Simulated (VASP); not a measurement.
# Na (I4/mmm) in VASP: notebook

Runs on Na. Level: PBEsol. Tasks: single point.

All numbers are computed with VASP 6.6.1; they aren't measurements. Logs are shortened: lines on timing, memory, paths and dates and some standing lists are left out, and cuts for length are marked.

### Step 1. The cell of the first run

The structure is tetragonal, space group I4/mmm (No. 139). Conventional cell: a = 4.171 Å, b = 4.171 Å, c = 4.299 Å, α = 90.00°, β = 90.00°, γ = 90.00°. Na (site symmetry 4/mmm) has 14 Na at 3.65 to 4.30 Å within 4.8 Å.

### Step 2. Single point, PBEsol (strain -0.015 along x and y, +0.015 along z)

The input, INCAR:

```
  PREC = Accurate
  ENCUT = 520
  EDIFF = 1E-7
  ISMEAR = 0
  SIGMA = 0.15
  LREAL = False
  LASPH = True
  NELM = 100
  ALGO = Fast
  ISIF = 2
  LWAVE = False
  LCHARG = False
  GGA = PS
  NBANDS = 10
```

The input, KPOINTS:

```
regular mesh
0
Gamma
  16 16 16
```

The input, POSCAR:

```
Na
1.0
   -2.0857375000      2.0857375000      2.1492625000
    2.0857375000     -2.0857375000      2.1492625000
    2.0857375000      2.0857375000     -2.1492625000
Na
1
Direct
    0.0000000000      0.0000000000      0.0000000000
```

Potentials or basis: VASP PAW PBE potentials, release 64 (Na_pv).

Command:

```
$ cat potpaw_PBE.64/Na_pv/POTCAR > POTCAR
$ mpirun -np 1 vasp_std > vasp.out
```

OUTCAR:

```text
PREC = Accurate
   ENCUT = 520
   EDIFF = 1E-7
   ISMEAR = 0
   LREAL = False
   LASPH = True
   NELM = 100
   ISIF = 2
   GGA = PS

 ion  position               nearest neighbor table
   1  0.000  0.000  0.000-

  LATTYP: Found a body centered tetragonal cell.
 ALAT       =     4.1714750000
 C/A-ratio  =     1.0304568528

  Lattice vectors:

 A1 = (  -2.0857375000,   2.0857375000,   2.1492625000)
 A2 = (   2.0857375000,  -2.0857375000,   2.1492625000)
 A3 = (   2.0857375000,   2.0857375000,  -2.1492625000)

Analysis of symmetry for initial positions (statically):
=====================================================================
 Subroutine PRICEL returns:
 Original cell was already a primitive cell.

 Routine SETGRP: Setting up the symmetry group for a
 body centered tetragonal supercell.

 Subroutine GETGRP returns: Found 16 space group operations
 (whereof 16 operations were pure point group operations)
 out of a pool of 16 trial point group operations.

The static configuration has the point symmetry D_4h.

Analysis of symmetry for dynamics (positions and initial velocities):
=====================================================================
 Subroutine PRICEL returns:
 Original cell was already a primitive cell.

 Routine SETGRP: Setting up the symmetry group for a
 body centered tetragonal supercell.

 Subroutine GETGRP returns: Found 16 space group operations
 (whereof 16 operations were pure point group operations)
 out of a pool of 16 trial point group operations.

The dynamic configuration has the point symmetry D_4h.

 Subroutine INISYM returns: Found 16 space group operations
 (whereof 16 operations are pure point group operations),
 and found     1 'primitive' translations

----------------------------------------------------------------------------------------

                                     Primitive cell

  volume of cell :      37.3998

  direct lattice vectors                    reciprocal lattice vectors
    -2.085737500  2.085737500  2.149262500     0.000000000  0.239723359  0.232637940
     2.085737500 -2.085737500  2.149262500     0.239723359  0.000000000  0.232637940
     2.085737500  2.085737500 -2.149262500     0.239723359  0.239723359  0.000000000

  length of vectors
     3.649648083  3.649648083  3.649648083     0.334047452  0.334047452  0.339020026

  position of ions in fractional coordinates (direct lattice)
     0.000000000  0.000000000  0.000000000

  ion indices of the primitive-cell ions
   primitive index   ion index
                 1           1

----------------------------------------------------------------------------------------

 KPOINTS: regular mesh

Automatic generation of k-mesh.
 Grid dimensions read from file:
 generate k-points for:   16   16   16

 Generating k-lattice:

  Cartesian coordinates                     Fractional coordinates (reciprocal lattice)
     0.000000000  0.014982710  0.014539871     0.062500000  0.000000000  0.000000000
     0.014982710  0.000000000  0.014539871     0.000000000  0.062500000  0.000000000
     0.014982710  0.014982710  0.000000000     0.000000000  0.000000000  0.062500000

  Length of vectors
     0.020877966  0.020877966  0.021188752

  Shift w.r.t. Gamma in fractional coordinates (k-lattice)
     0.000000000  0.000000000  0.000000000

 Subroutine IBZKPT returns following result:
 ===========================================

 Found    349 irreducible k-points:

 Following reciprocal coordinates:
            Coordinates               Weight
  0.000000  0.000000  0.000000      1.000000
  0.062500  0.000000  0.000000      8.000000
  0.125000  0.000000  0.000000      8.000000
  0.187500  0.000000 -0.000000      8.000000
  0.250000  0.000000  0.000000      8.000000
  0.312500  0.000000  0.000000      8.000000
[... 16 lines left out ...]
 -0.125000  0.062500  0.000000     16.000000
 -0.062500  0.062500  0.000000      4.000000
 [... further k-points ...]
   k-points           NKPTS =    349   k-points in BZ     NKDIM =    349   number of bands    NBANDS=     10
   number of dos      NEDOS =    301   number of ions     NIONS =      1
   total plane-waves  NPLWV =  21952
   dimension x,y,z NGX =    28 NGY =   28 NGZ =   28
   dimension x,y,z NGXF=    56 NGYF=   56 NGZF=   56
   ions per type =               1
   NGX,Y,Z   is equivalent  to a cutoff of  12.75, 12.75, 12.75 a.u.
   NGXF,Y,Z  is equivalent  to a cutoff of  25.51, 25.51, 25.51 a.u.
 SYSTEM =  unknown system
   PREC   = accura    normal or accurate (medium, high low for compatibility)
   ISTART =      0    job   : 0-new  1-cont  2-samecut
   ICHARG =      2    charge: 1-file 2-atom 10-const
   ISPIN  =      1    spin polarized calculation?
   LNONCOLLINEAR =      F non collinear calculations
   LSORBIT =      F    spin-orbit coupling
   LASPH  =      T    aspherical Exc in radial PAW
   ENCUT  =  520.0 eV  38.22 Ry    6.18 a.u.   6.79  6.79  6.79*2*pi/ulx,y,z
[... 28 lines left out ...]
   AEXX    =    0.0000 exact exchange contribution
   IVDW    =     0    specifies the selected vdW correction
   LEPSILON=     F    determine dielectric tensor
   LRPA    =     F    only Hartree local field effects (RPA)
 non-spin polarized calculation
 RMM-DIIS sequential band-by-band and
 Gauss-broadening in eV      SIGMA  =   0.15
  energy-cutoff  :      520.00
  volume of cell :       37.40
 maximum number of plane-waves:      1024
   NGX = 13   NGY = 13   NGZ = 13

 number of electron       7.0000008 magnetization

 Free energy of the ion-electron system (eV)
  ---------------------------------------------------
  ext. energy  EPLUGINS =         0.00000000
  ---------------------------------------------------
  free energy    TOTEN  =        -1.40160341 eV

  energy without entropy =       -1.39646421  energy(sigma->0) =       -1.39903381

 E-fermi :   0.2798     XC(G=0):  -6.4778

 val. band max:        0.2775780091   @ k =  -0.3125  -0.3125   0.2500
 cond. band min:       0.2852249337   @ k =   0.5000   0.1875   0.0000
 fundamental gap:      0.0076469246
 Fermi energy:         0.2798089970

 k-point     1 :       0.0000    0.0000    0.0000
  band No.  band energies     occupation
      1     -24.5125      2.00000
      2     -24.5125      2.00000
      3     -24.5124      2.00000
      4      -2.9782      2.00000
      5      11.8134      0.00000
      6      11.8134      0.00000
      7      12.2615      0.00000
      8      12.7397      0.00000
      9      13.1804      0.00000
     10      13.3091      0.00000

 k-point     2 :       0.0625    0.0000    0.0000
  band No.  band energies     occupation
      1     -24.5138      2.00000
      2     -24.5130      2.00000
      3     -24.5125      2.00000
      4      -2.9104      2.00000
      5      10.8638      0.00000
      6      11.4456      0.00000
      7      11.8931      0.00000
      8      12.2581      0.00000
      9      12.5507      0.00000
     10      13.6084      0.00000

 k-point     3 :       0.1250    0.0000    0.0000
  band No.  band energies     occupation
      1     -24.5176      2.00000
      2     -24.5142      2.00000
      3     -24.5124      2.00000
      4      -2.7076      2.00000
      5       9.2570      0.00000
      6      10.7774      0.00000
      7      11.3105      0.00000
      8      11.6660      0.00000
      9      12.2070      0.00000
     10      13.7527      0.00000

 k-point     4 :       0.1875    0.0000   -0.0000
  band No.  band energies     occupation
      1     -24.5234      2.00000
      2     -24.5161      2.00000
      3     -24.5124      2.00000
      4      -2.3713      2.00000
      5       7.6748      0.00000
      6      10.1314      0.00000
      7      10.7709      0.00000
      8      11.0487      0.00000
      9      11.8962      0.00000
     10      13.9405      0.00000
[... 222 lines left out ...]
 k-point    22 :      -0.1875    0.0625    0.0000
  band No.  band energies     occupation
      1     -24.5212      2.00000
      2     -24.5149      2.00000
      3     -24.5130      2.00000
      4      -2.4995      2.00000
      5       8.4532      0.00000
      6       9.7504      0.00000
      7      10.6695      0.00000
      8      11.8013      0.00000
      9      12.2897      0.00000
     10      13.5181      0.00000

 k-point    23 :      -0.1250    0.0625    0.0000
  band No.  band energies     occupation
      1     -24.5165      2.00000
      2     -24.5134      2.00000
      3     -24.5129      2.00000
      4      -2.7710      2.00000
      5      10.0253      0.00000
      6      10.4885      0.00000
      7      11.1784      0.00000
      8      12.0227      0.00000
      9      12.5640      0.00000
     10      13.7474      0.00000

 k-point    24 :      -0.0625    0.0625    0.0000
  band No.  band energies     occupation
      1     -24.5139      2.00000
      2     -24.5129      2.00000
      3     -24.5125      2.00000
      4      -2.9084      2.00000
      5      11.2565      0.00000
      6      11.3155      0.00000
      7      11.5110      0.00000
      8      12.1344      0.00000
      9      12.6374      0.00000
     10      13.8110      0.00000

 [... further k-points ...]

------------------------ aborting loop because EDIFF is reached ----------------------------------------

  FORCE on cell =-STRESS in cart. coord.  units (eV):
  Direction    XX          YY          ZZ          XY          YZ          ZX
  --------------------------------------------------------------------------------------
  -------------------------------------------------------------------------------------
  Total       -0.0422332     -0.0422332     -0.0496898      0.0000000      0.0000000      0.0000000
  in kB       -1.8092394     -1.8092394     -2.1286737      0.0000000      0.0000000      0.0000000
  external PRESSURE =      -1.9157175 kB  Pullay stress =       0.0000000 kB

 VOLUME and BASIS-vectors are now :
 -----------------------------------------------------------------------------
  energy-cutoff  :      520.00
  volume of cell :       37.40
      direct lattice vectors                 reciprocal lattice vectors
    -2.085737500  2.085737500  2.149262500     0.000000000  0.239723359  0.232637940
     2.085737500 -2.085737500  2.149262500     0.239723359  0.000000000  0.232637940
     2.085737500  2.085737500 -2.149262500     0.239723359  0.239723359  0.000000000

 POSITION                                       TOTAL-FORCE (eV/Angst)
 -----------------------------------------------------------------------------------
      0.00000      0.00000      0.00000         0.000000      0.000000     -0.000000
 -----------------------------------------------------------------------------------
    total drift:                               -0.000000     -0.000000     -0.000000

  FREE ENERGIE OF THE ION-ELECTRON SYSTEM (eV)
  ---------------------------------------------------
  free  energy   TOTEN  =        -1.4016034126 eV

  energy  without entropy=       -1.3964642099  energy(sigma->0) =       -1.39903381
```

Wall time 60 s (1 thread of Intel Xeon Platinum 8559C (Emerald Rapids), shared host); peak memory 0.22 GiB.

What came out:

| Item | Value |
| --- | --- |
| Free energy | -1.4016 eV |
| Pressure | -0.2 GPa |
| Band gap on the k mesh | zero (an odd number of electrons rules out a gap without spin polarisation) |

Caveat: the cell differs from its parent crystal (strain -0.015 along x and y, +0.015 along z); the PAW data sets were made with another functional, which shifts forces and pressure a little.

### Step 3. Single point, PBEsol (strain -0.015 along x and y, +0.030 along z)

The input, INCAR:

```
SYSTEM = Na
PREC = Accurate
ENCUT = 520
EDIFF = 1E-6
ISMEAR = 0
SIGMA = 0.15
LREAL = .False.
LASPH = .True.
NELM = 60
ALGO = Fast
ISIF = 2
LWAVE = .False.
LCHARG = .True.
GGA = PS
LELF = .True.
LVHAR = .True.
NBANDS = 10
```

The input, KPOINTS:

```
Automatic mesh
0
Gamma
  16 16 16
  0 0 0
```

The input, POSCAR:

```
Na
1.0
   -2.0857375000      2.0857375000      2.1810250000
    2.0857375000     -2.0857375000      2.1810250000
    2.0857375000      2.0857375000     -2.1810250000
Na
1
Direct
    0.0000000000      0.0000000000      0.0000000000
```

Potentials or basis: VASP PAW PBE potentials, release 64 (Na_pv).

Command:

```
$ cat potpaw_PBE.64/Na_pv/POTCAR > POTCAR
$ mpirun -np 1 vasp_std > vasp.out
```

Wall time 58 s (1 thread of Intel Xeon Platinum 8559C (Emerald Rapids), shared host); peak memory 0.22 GiB.

The run converged. Its results:

| Item | Value |
| --- | --- |
| Free energy | -1.4006 eV |
| Pressure | -0.3 GPa |
| Band gap on the k mesh | zero (an odd number of electrons rules out a gap without spin polarisation) |

Levels at points of the mesh, in eV from the Fermi level:
```tsv
k point	band 1	band 2	band 3	band 4	band 5	band 6	band 7	band 8
(0.00, 0.00, 0.00)	-24.80	-24.80	-24.80	-3.23	11.38	11.38	12.04	12.26
(0.50, 0.00, 0.00)	-24.84	-24.81	-24.80	0.69	1.14	8.30	9.20	9.32
(0.50, 0.50, 0.00)	-24.84	-24.81	-24.80	0.85	1.34	7.75	8.64	8.76
(0.50, 0.50, 0.50)	-24.83	-24.83	-24.83	4.26	4.32	4.67	5.07	5.07
```

Caveat: the cell differs from its parent crystal (strain -0.015 along x and y, +0.030 along z); the PAW data sets were made with another functional, which shifts forces and pressure a little.

### Step 4. Single point, PBEsol (strain +0.015 along x and y, -0.030 along z)

The input, INCAR:

```
SYSTEM = Na
PREC = Accurate ; ENCUT = 520
EDIFF = 1E-7 ; ISMEAR = 0
SIGMA = 0.15 ; LREAL = .FALSE.
LASPH = .TRUE. ; NELM = 60
ALGO = Fast ; ISIF = 2
LWAVE = .FALSE. ; LCHARG = .FALSE.
GGA = PS ; NBANDS = 10
```

The input, KPOINTS:

```
regular mesh
0
G
  16 16 16
  0 0 0
```

The input, POSCAR:

```
Na
1.0
   -2.1492625000      2.1492625000      2.0539750000
    2.1492625000     -2.1492625000      2.0539750000
    2.1492625000      2.1492625000     -2.0539750000
Na
1
Direct
    0.0000000000      0.0000000000      0.0000000000
```

Command:

```
$ cat potpaw_PBE.64/Na_pv/POTCAR > POTCAR
$ mpirun -np 1 vasp_std > vasp.out
```

Run time: 61 s. Hardware: 1 thread of Intel Xeon Platinum 8559C (Emerald Rapids), shared host; peak memory 0.22 GiB.

It converged, with:

- Free energy: -1.4004 eV
- Pressure: -0.3 GPa
- Band gap on the k mesh: zero (an odd number of electrons rules out a gap without spin polarisation)

Stress tensor (GPa, compression positive):
```
-0.33  0.00  0.00
 0.00 -0.33  0.00
 0.00  0.00 -0.23
```

Levels at points of the mesh, in eV from the Fermi level:
```tsv
k point	band 1	band 2	band 3	band 4	band 5	band 6
(0.00, 0.00, 0.00)	-24.80	-24.80	-24.80	-3.23	11.14	11.83
(0.50, 0.00, 0.00)	-24.84	-24.82	-24.80	0.80	1.28	7.92
(0.50, 0.50, 0.00)	-24.84	-24.81	-24.80	0.64	1.07	8.50
(0.50, 0.50, 0.50)	-24.83	-24.83	-24.83	4.29	4.56	4.56
```

Caveat: the cell differs from its parent crystal (strain +0.015 along x and y, -0.030 along z); the PAW data sets were made with another functional, which shifts forces and pressure a little.

### Step 5. Single point, PBEsol (strain +0.000 along x and y, +0.015 along z)

The input, INCAR:

```
SYSTEM = Na
PREC     = Accurate       ! precision mode
ENCUT    = 520            ! plane-wave cutoff, eV
EDIFF    = 1E-6           ! SCF threshold, eV
ISMEAR   = 0              ! smearing method
SIGMA    = 0.15           ! smearing width, eV
LREAL    = .False.        ! projectors in reciprocal space
LASPH    = .True.         ! aspherical terms in the spheres
NELM     = 80             ! most SCF steps
ALGO     = Normal         ! electronic algorithm
ISIF     = 2              ! what is computed and relaxed
LWAVE    = .False.        ! write WAVECAR
LCHARG   = .True.         ! write CHGCAR
GGA      = PS             ! functional
LELF     = .True.         ! ELF
LVHAR    = .True.       
NBANDS   = 10             ! bands
```

The input, KPOINTS:

```
regular mesh
0
Gamma
  16 16 16
  0 0 0
```

The input, POSCAR:

```
Na
1.0
   -2.1175000000      2.1175000000      2.1492625000
    2.1175000000     -2.1175000000      2.1492625000
    2.1175000000      2.1175000000     -2.1492625000
Na
1
Direct
    0.0000000000      0.0000000000      0.0000000000
```

Command:

```
$ cat potpaw_PBE.64/Na_pv/POTCAR > POTCAR
$ mpirun -np 1 vasp_std > vasp.out
```

It took 39 s on 1 thread of Intel Xeon Platinum 8559C (Emerald Rapids), shared host; peak memory 0.23 GiB.

The run converged. Its results:

| Item | Value |
| --- | --- |
| Free energy | -1.3993 eV |
| Pressure | -0.4 GPa |
| Band gap on the k mesh | zero (an odd number of electrons rules out a gap without spin polarisation) |

Levels at points of the mesh, in eV from the Fermi level:
```tsv
k point	band 1	band 2	band 3	band 4	band 5	band 6
(0.00, 0.00, 0.00)	-24.82	-24.82	-24.82	-3.20	11.41	11.41
(0.50, 0.00, 0.00)	-24.85	-24.83	-24.82	0.72	1.16	8.10
(0.50, 0.50, 0.00)	-24.85	-24.83	-24.82	0.77	1.23	7.92
(0.50, 0.50, 0.50)	-24.84	-24.84	-24.84	4.39	4.51	4.59
```

Caveat: the cell differs from its parent crystal (strain +0.000 along x and y, +0.015 along z); the PAW data sets were made with another functional, which shifts forces and pressure a little.

### Step 6. Single point, PBEsol (strain +0.015 along x and y, -0.015 along z)

The input, INCAR:

```
SYSTEM = Na
ALGO = Normal ; EDIFF = 1E-6
ENCUT = 520 ; GGA = PS
ISIF = 2 ; ISMEAR = 0
LASPH = .TRUE. ; LCHARG = .FALSE.
LREAL = .FALSE. ; LWAVE = .FALSE.
NBANDS = 10 ; NELM = 100
PREC = Accurate ; SIGMA = 0.15
```

The input, KPOINTS:

```
k-points
0
G
  16 16 16
  0 0 0
```

The input, POSCAR:

```
Na
1.0
   -2.1492625000      2.1492625000      2.0857375000
    2.1492625000     -2.1492625000      2.0857375000
    2.1492625000      2.1492625000     -2.0857375000
Na
1
Direct
    0.0000000000      0.0000000000      0.0000000000
```

Potentials or basis: VASP PAW PBE potentials, release 64 (Na_pv).

Command:

```
$ cat potpaw_PBE.64/Na_pv/POTCAR > POTCAR
$ mpirun -np 1 vasp_std > vasp.out
```

It took 37 s on 1 thread of Intel Xeon Platinum 8559C (Emerald Rapids), shared host; peak memory 0.23 GiB.

Results (log left out):

- Free energy: -1.3993 eV
- Pressure: -0.4 GPa
- Band gap on the k mesh: zero (an odd number of electrons rules out a gap without spin polarisation)

Levels at points of the mesh, in eV from the Fermi level:
| k point | band 1 | band 2 | band 3 | band 4 | band 5 | band 6 | band 7 | band 8 | band 9 |
| --- | --- | --- | --- | --- | --- | --- | --- | --- | --- |
| (0.00, 0.00, 0.00) | -24.82 | -24.82 | -24.82 | -3.20 | 11.19 | 11.64 | 11.64 | 12.25 | 12.71 |
| (0.50, 0.00, 0.00) | -24.85 | -24.83 | -24.82 | 0.78 | 1.23 | 7.92 | 8.77 | 8.91 | 10.04 |
| (0.50, 0.50, 0.00) | -24.85 | -24.83 | -24.82 | 0.67 | 1.10 | 8.30 | 9.15 | 9.30 | 10.24 |
| (0.50, 0.50, 0.50) | -24.84 | -24.84 | -24.84 | 4.33 | 4.56 | 4.59 | 4.59 | 5.10 | 7.46 |

Caveat: the cell differs from its parent crystal (strain +0.015 along x and y, -0.015 along z); the PAW data sets were made with another functional, which shifts forces and pressure a little.

### Step 7. Overview

| cell | gap on the mesh (eV) | pressure (GPa) |
| --- | --- | --- |
| a = 3.650 Å, angles 110.3, 110.3, 107.8°, 1 atom | none | -0.2 |
| a = 3.668 Å, angles 110.7, 110.7, 107.0°, 1 atom | none | -0.3 |
| a = 3.668 Å, angles 108.3, 108.3, 111.9°, 1 atom | none | -0.3 |
| a = 3.686 Å, angles 109.9, 109.9, 108.7°, 1 atom | none | -0.4 |
| a = 3.686 Å, angles 108.7, 108.7, 111.1°, 1 atom | none | -0.4 |

Alike in all rows: task single point; level PBEsol; potentials or basis VASP PAW PBE potentials, release 64 (Na_pv); no spin polarisation; k mesh 16 × 16 × 16; cutoff (eV) 520; smearing gaussian 0.15 eV.

Caveats: the PAW data sets were made with another functional, which shifts forces and pressure a little.

Total energies depend on the potentials used, so only differences within one code and one set of settings carry meaning.
